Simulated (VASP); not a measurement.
Input of a VASP 6.6.1 run:

The input INCAR:

```
SYSTEM = Pt
ALGO = Normal ; EDIFF = 1E-6
ENCUT = 520 ; GGA = PE
ISIF = 2 ; ISMEAR = 0
LASPH = .True. ; LCHARG = .True.
LELF = .True. ; LREAL = .False.
LVHAR = .True. ; LWAVE = .False.
NBANDS = 11 ; NELM = 80
PREC = Accurate ; SIGMA = 0.15
```

Contents of KPOINTS:

```
k-points
0
Gamma
  12 12 12
  0 0 0
```

Contents of POSCAR:

```
Pt
1.0
    0.0000000000      1.7443784117      2.4665510741
    1.7443784117      0.0000000000      2.4665510741
    1.7443784117      1.7443784117      0.0000000000
Pt
1
Direct
    0.0000000000      0.0000000000      0.0000000000
```

Potentials or basis: VASP PAW PBE potentials, release 64 (Pt).

Run with:

```console
$ cat potpaw_PBE.64/Pt/POTCAR > POTCAR
$ mpirun -np 1 vasp_std > vasp.out
```

Q: What does it give for the pressure?

A: 35.0 GPa.

Q: Predict the band gap on the k mesh.

A: Zero (band 5 reaches 14.18 eV, above the bottom of band 6 at 9.22 eV).

Stress tensor (GPa, compression positive):
```
 58.56   0.00   0.00
  0.00  58.56   0.00
  0.00   0.00 -12.06
```

Caveat: spin-orbit coupling is left out, which moves the levels of the heavy elements.
